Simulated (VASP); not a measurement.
# Ti4C5 in VASP: single point with r2SCAN

Aim: the single point of Ti4C5 with r2SCAN.

Everything below comes from runs of VASP 6.6.1. Logs are shortened: lines on timing, memory, paths and dates and some standing lists are left out, and cuts for length are marked.

### 1 The cell of the first run

The cell holds a slab with vacuum, 9 atoms: a = 3.060 Å, b = 3.060 Å, c = 27.746 Å, α = 90.00°, β = 90.00°, γ = 120.00°.

### 2 Single point, r2SCAN

Input file POSCAR:

```
Ti4C5
1.0
    3.0603581490      0.0000000000      0.0000000000
   -1.5301790745      2.6503479017      0.0000000000
    0.0000000000      0.0000000000     27.7457018777
C Ti
5 4
Direct
    0.3333333333      0.6666666667      0.3063537566
    0.0000000000      0.0000000000      0.3964135423
    0.6666666667      0.3333333333      0.4864946017
    0.3333333333      0.6666666667      0.5792580209
    1.1666666667      0.5833333334      0.6618868525
    0.6666666667      0.3333333333      0.3513836495
    0.3333333333      0.6666666667      0.4414434351
    0.0000000000      0.0000000000      0.5295768640
    0.6666666667      0.3333333333      0.6163519840
```

Input file INCAR.step1:

```
SYSTEM = Ti4C5
PREC = Accurate
ENCUT = 520
ISMEAR = 0
SIGMA = 0.1
LREAL = .False.
LASPH = .True.
NELM = 60
LDIPOL = .True.
IDIPOL = 3
DIPOL = 0.5 0.5 0.485
NBANDS = 44
GGA = PE
ALGO = Normal
EDIFF = 1E-4
LWAVE = .True.
LCHARG = .False.
```

Input file INCAR.step2:

```
SYSTEM = Ti4C5
PREC = Accurate
ENCUT = 520
EDIFF = 1E-6
ISMEAR = 0
SIGMA = 0.1
LREAL = .False.
LASPH = .True.
NELM = 60
ALGO = Normal
ISIF = 2
LWAVE = .False.
LCHARG = .False.
LDIPOL = .True.
IDIPOL = 3
DIPOL = 0.5 0.5 0.485
METAGGA = R2SCAN
LMIXTAU = .True.
NBANDS = 44
ISTART = 1
```

Input file KPOINTS:

```
Automatic mesh
0
Gamma
  12 12 1
  0 0 0
```

Potentials or basis: VASP PAW PBE potentials, release 64 (C, Ti_sv).

Command:

```
$ cat potpaw_PBE.64/C/POTCAR potpaw_PBE.64/Ti_sv/POTCAR > POTCAR
$ cp INCAR.step1 INCAR
$ mpirun -np 1 vasp_std > vasp.out
$ cp INCAR.step2 INCAR
$ mpirun -np 1 vasp_std > vasp.out
```

OUTCAR:

```text
SYSTEM = Ti4C5
   PREC = Accurate
   ENCUT = 520
   EDIFF = 1E-6
   ISMEAR = 0
   LREAL = .False.
   LASPH = .True.
   NELM = 60
   ISIF = 2
   METAGGA = R2SCAN
   ISTART = 1

 ion  position               nearest neighbor table
   1  0.333  0.667  0.306-   6 2.16   6 2.16   6 2.16
   2  0.000  0.000  0.396-   7 2.16   6 2.16   7 2.16   6 2.16   7 2.16   6 2.16
   3  0.667  0.333  0.486-   8 2.13   8 2.13   8 2.13   7 2.16   7 2.16   7 2.16
   4  0.333  0.667  0.579-   9 2.04   9 2.04   9 2.04   8 2.24   8 2.24   8 2.24
   5  0.167  0.583  0.662-   9 1.83   9 2.39   9 2.39
   6  0.667  0.333  0.351-   2 2.16   2 2.16   2 2.16   1 2.16   1 2.16   1 2.16
   7  0.333  0.667  0.441-   2 2.16   2 2.16   2 2.16   3 2.16   3 2.16   3 2.16
   8  0.000  0.000  0.530-   3 2.13   3 2.13   3 2.13   4 2.24   4 2.24   4 2.24
   9  0.667  0.333  0.616-   5 1.83   4 2.04   4 2.04   4 2.04   5 2.39   5 2.39

  LATTYP: Found a hexagonal cell.
 ALAT       =     3.0603581490
 C/A-ratio  =     9.0661617127

  Lattice vectors:

 A1 = (   3.0603581490,   0.0000000000,   0.0000000000)
 A2 = (  -1.5301790745,   2.6503479017,   0.0000000000)
 A3 = (   0.0000000000,   0.0000000000,  27.7457018777)

Analysis of symmetry for initial positions (statically):
=====================================================================
 Subroutine PRICEL returns:
 Original cell was already a primitive cell.

 Routine SETGRP: Setting up the symmetry group for a
 hexagonal supercell.

 Subroutine GETGRP returns: Found  2 space group operations
 (whereof  2 operations were pure point group operations)
 out of a pool of 24 trial point group operations.

The static configuration has the point symmetry C_1h.

Analysis of symmetry for dynamics (positions and initial velocities):
=====================================================================
 Subroutine PRICEL returns:
 Original cell was already a primitive cell.

 Routine SETGRP: Setting up the symmetry group for a
 hexagonal supercell.

 Subroutine GETGRP returns: Found  2 space group operations
 (whereof  2 operations were pure point group operations)
 out of a pool of 24 trial point group operations.

The dynamic configuration has the point symmetry C_1h.

 Subroutine INISYM returns: Found  2 space group operations
 (whereof  2 operations are pure point group operations),
 and found     1 'primitive' translations

----------------------------------------------------------------------------------------

                                     Primitive cell

  volume of cell :     225.0458

  direct lattice vectors                    reciprocal lattice vectors
     3.060358149  0.000000000  0.000000000     0.326759141  0.188654478  0.000000000
    -1.530179074  2.650347902  0.000000000     0.000000000  0.377308956  0.000000000
     0.000000000  0.000000000 27.745701878     0.000000000  0.000000000  0.036041618

  length of vectors
     3.060358149  3.060358149 27.745701878     0.377308956  0.377308956  0.036041618

  position of ions in fractional coordinates (direct lattice)
     0.333333333  0.666666667  0.306353757
     0.000000000  0.000000000  0.396413542
     0.666666667  0.333333333  0.486494602
     0.333333333  0.666666667  0.579258021
     0.166666667  0.583333333  0.661886852
     0.666666667  0.333333333  0.351383650
     0.333333333  0.666666667  0.441443435
     0.000000000  0.000000000  0.529576864
     0.666666667  0.333333333  0.616351984

  ion indices of the primitive-cell ions
   primitive index   ion index
                 1           1
                 2           2
                 3           3
                 4           4
                 5           5
                 6           6
                 7           7
                 8           8
                 9           9

----------------------------------------------------------------------------------------

 KPOINTS: Automatic mesh

Automatic generation of k-mesh.
 Grid dimensions read from file:
 generate k-points for:   12   12    1

 Generating k-lattice:

  Cartesian coordinates                     Fractional coordinates (reciprocal lattice)
     0.027229928  0.015721207  0.000000000     0.083333333  0.000000000  0.000000000
     0.000000000  0.031442413  0.000000000     0.000000000  0.083333333  0.000000000
     0.000000000  0.000000000  0.036041618     0.000000000  0.000000000  1.000000000

  Length of vectors
     0.031442413  0.031442413  0.036041618

  Shift w.r.t. Gamma in fractional coordinates (k-lattice)
     0.000000000  0.000000000  0.000000000

 Subroutine IBZKPT returns following result:
 ===========================================

 Found     43 irreducible k-points:

 Following reciprocal coordinates:
            Coordinates               Weight
  0.000000  0.000000  0.000000      1.000000
  0.083333  0.000000  0.000000      2.000000
  0.000000  0.083333  0.000000      4.000000
  0.166667  0.000000  0.000000      2.000000
  0.000000  0.166667  0.000000      4.000000
  0.250000  0.000000  0.000000      2.000000
[... 16 lines left out ...]
 -0.083333  0.416667  0.000000      4.000000
 -0.416667  0.333333  0.000000      4.000000
 [... further k-points ...]
   k-points           NKPTS =     43   k-points in BZ     NKDIM =     43   number of bands    NBANDS=     44
   number of dos      NEDOS =    301   number of ions     NIONS =      9
   total plane-waves  NPLWV = 120960
   dimension x,y,z NGX =    24 NGY =   24 NGZ =  210
   dimension x,y,z NGXF=    48 NGYF=   48 NGZF=  420
   ions per type =               5   4
   NGX,Y,Z   is equivalent  to a cutoff of  13.04, 13.04, 12.58 a.u.
   NGXF,Y,Z  is equivalent  to a cutoff of  26.07, 26.07, 25.17 a.u.
 SYSTEM =  Ti4C5
   PREC   = accura    normal or accurate (medium, high low for compatibility)
   ISTART =      1    job   : 0-new  1-cont  2-samecut
   ICHARG =      0    charge: 1-file 2-atom 10-const
   ISPIN  =      1    spin polarized calculation?
   LNONCOLLINEAR =      F non collinear calculations
   LSORBIT =      F    spin-orbit coupling
   LASPH  =      T    aspherical Exc in radial PAW
   ENCUT  =  520.0 eV  38.22 Ry    6.18 a.u.   5.69  5.69 51.59*2*pi/ulx,y,z
   NELM   =     60;   NELMIN=  2; NELMDL=  0     # of ELM steps
   EDIFF  = 0.1E-05   stopping-criterion for ELM
   LREAL  =      F    real-space projection
[... 7 lines left out ...]
   TEBEG  =    0.0;   TEEND  =   0.0 temperature during run
   PSTRESS=    0.0 pullay stress
   NELECT =      68.0000    total number of electrons
   NUPDOWN=      -1.0000    fix difference up-down
   EMIN   =  10.00;   EMAX   =-10.00  energy-range for DOS
   EFERMI =   0.00;   METHOD = LEGACY
   ISMEAR =     0;   SIGMA  =   0.10  broadening in eV -4-tet -1-fermi 0-gaus
   EFERMI_NEDOS =   21; number of points for ismear=-14 and -15
   IALGO  =     38    algorithm
   IMIX   =      4    mixing-type and parameters
     AMIX     =   0.40;   BMIX     =  1.00
     AMIX_MAG =   1.60;   BMIX_MAG =  1.00
  volume/ion in A,a.u.               =      25.01       168.74
  Fermi-wavevector in a.u.,A,eV,Ry     =   1.098553  2.075963 16.419753  1.206818
  Thomas-Fermi vector in A             =   2.234932
   LORBIT       =      0    0 simple, 1 ext, 2 COOP (PROOUT), +10 PAW based schemes
   METAGGA = R2SCAN    functional components
   LHFCALC =     F    Hartree Fock is set to
   AEXX    =    0.0000 exact exchange contribution
   IVDW    =     0    specifies the selected vdW correction
   LEPSILON=     F    determine dielectric tensor
   LRPA    =     F    only Hartree local field effects (RPA)
 non-spin polarized calculation
 Gauss-broadening in eV      SIGMA  =   0.10
  energy-cutoff  :      520.00
  volume of cell :      225.05
 maximum number of plane-waves:      6082
   NGX = 11   NGY = 11   NGZ =103

 dipolmoment           0.000000      0.000000      0.006687 electrons x Angstroem

 number of electron      67.9999992 magnetization

 dipolmoment           0.000000      0.000000     -0.029411 electrons x Angstroem

 Free energy of the ion-electron system (eV)
  ---------------------------------------------------
  ext. energy  EPLUGINS =         0.00000000
  ---------------------------------------------------
  free energy    TOTEN  =       -99.77381363 eV

  energy without entropy =      -99.74749009  energy(sigma->0) =      -99.76065186

 E-fermi :  -0.3224     XC(G=0):  -5.9142

 val. band max:       -0.3256307042   @ k =  -0.0833   0.4167   0.0000
 cond. band min:      -0.3132051708   @ k =   0.0833   0.0833   0.0000
 fundamental gap:      0.0124255334
 Fermi energy:        -0.3224226814

 k-point     1 :       0.0000    0.0000    0.0000
  band No.  band energies     occupation
      1     -59.5595      2.00000
      2     -59.4409      2.00000
      3     -58.9352      2.00000
      4     -58.6541      2.00000
      5     -34.9578      2.00000
      6     -34.6585      2.00000
[... 36 lines left out ...]
     43       2.4780      0.00000
     44       2.6494      0.00000

 k-point     2 :       0.0833    0.0000    0.0000
  band No.  band energies     occupation
      1     -59.5558      2.00000
      2     -59.4378      2.00000
      3     -58.9318      2.00000
      4     -58.6503      2.00000
      5     -34.9487      2.00000
      6     -34.6655      2.00000
[... 36 lines left out ...]
     43       2.4898      0.00000
     44       2.7359      0.00000

 k-point     3 :       0.0000    0.0833    0.0000
  band No.  band energies     occupation
      1     -59.5558      2.00000
      2     -59.4378      2.00000
      3     -58.9318      2.00000
      4     -58.6505      2.00000
      5     -34.9487      2.00000
      6     -34.6683      2.00000
[... 976 lines left out ...]
     43       2.9196      0.00000
     44       3.3946      0.00000

 k-point    24 :      -0.4167    0.3333    0.0000
  band No.  band energies     occupation
      1     -59.5113      2.00000
      2     -59.3994      2.00000
      3     -58.8905      2.00000
      4     -58.6059      2.00000
      5     -34.9583      2.00000
      6     -34.8819      2.00000
[... 36 lines left out ...]
     43       2.9767      0.00000
     44       3.4293      0.00000

 [... further k-points ...]

------------------------ aborting loop because EDIFF is reached ----------------------------------------

 vacuum level on the upper side and lower side of the slab       (xc-potential included)        -0.427         0.206

  FORCE on cell =-STRESS in cart. coord.  units (eV):
  Direction    XX          YY          ZZ          XY          YZ          ZX
  --------------------------------------------------------------------------------------
  -------------------------------------------------------------------------------------
  Total        4.0632407      2.2502747      0.0982793      1.5700746      2.0755930      3.5949789
  in kB       28.9275916     16.0204706      0.6996836     11.1778946     14.7768520     25.5938764
  external PRESSURE =      15.2159153 kB  Pullay stress =       0.0000000 kB

 VOLUME and BASIS-vectors are now :
 -----------------------------------------------------------------------------
  energy-cutoff  :      520.00
  volume of cell :      225.05
      direct lattice vectors                 reciprocal lattice vectors
     3.060358149  0.000000000  0.000000000     0.326759141  0.188654478  0.000000000
    -1.530179074  2.650347902  0.000000000     0.000000000  0.377308956  0.000000000
     0.000000000  0.000000000 27.745701878     0.000000000  0.000000000  0.036041618

 POSITION                                       TOTAL-FORCE (eV/Angst)
 -----------------------------------------------------------------------------------
     -0.00000      1.76690      8.50000         0.007898      0.004560      0.987183
      0.00000      0.00000     10.99877         0.002878      0.001662     -0.334497
      1.53018      0.88345     13.49813         0.014756      0.008520      0.145337
     -0.00000      1.76690     16.07192         0.027044      0.015614     -1.887109
     -0.38254      1.54604     18.36452         2.575522      1.486978      0.078675
      1.53018      0.88345      9.74939        -0.017526     -0.010118     -0.757013
     -0.00000      1.76690     12.24816        -0.022190     -0.012812     -0.065493
      0.00000      0.00000     14.69348        -0.112099     -0.064720      0.326033
      1.53018      0.88345     17.10112        -2.476284     -1.429683      1.506884
 -----------------------------------------------------------------------------------
    total drift:                               -0.000187     -0.000107     -0.001837

  FREE ENERGIE OF THE ION-ELECTRON SYSTEM (eV)
  ---------------------------------------------------
  free  energy   TOTEN  =       -99.7738136280 eV

  energy  without entropy=      -99.7474900889  energy(sigma->0) =      -99.76065186

 vacuum level on the upper side and lower side of the slab         5.837         6.490
```

Run time: 67 min. Hardware: 1 thread of Intel Xeon 8259CL, shared host; peak memory 0.6 GiB.

Results:

```
Free energy            : -99.7738 eV
Largest force          : 3.232 eV/Å
Band gap on the k mesh : zero (bands 34 and 35 overlap by 0.83 eV)
```

Forces on the atoms (eV/Å):
```
C    0.008  0.005  0.987
C    0.003  0.002 -0.334
C    0.015  0.009  0.145
C    0.027  0.016 -1.887
C    2.576  1.487  0.079
Ti  -0.018 -0.010 -0.757
Ti  -0.022 -0.013 -0.065
Ti  -0.112 -0.065  0.326
Ti  -2.476 -1.430  1.507
```

Caveat: the PAW data sets were made with another functional, which shifts forces and pressure a little.
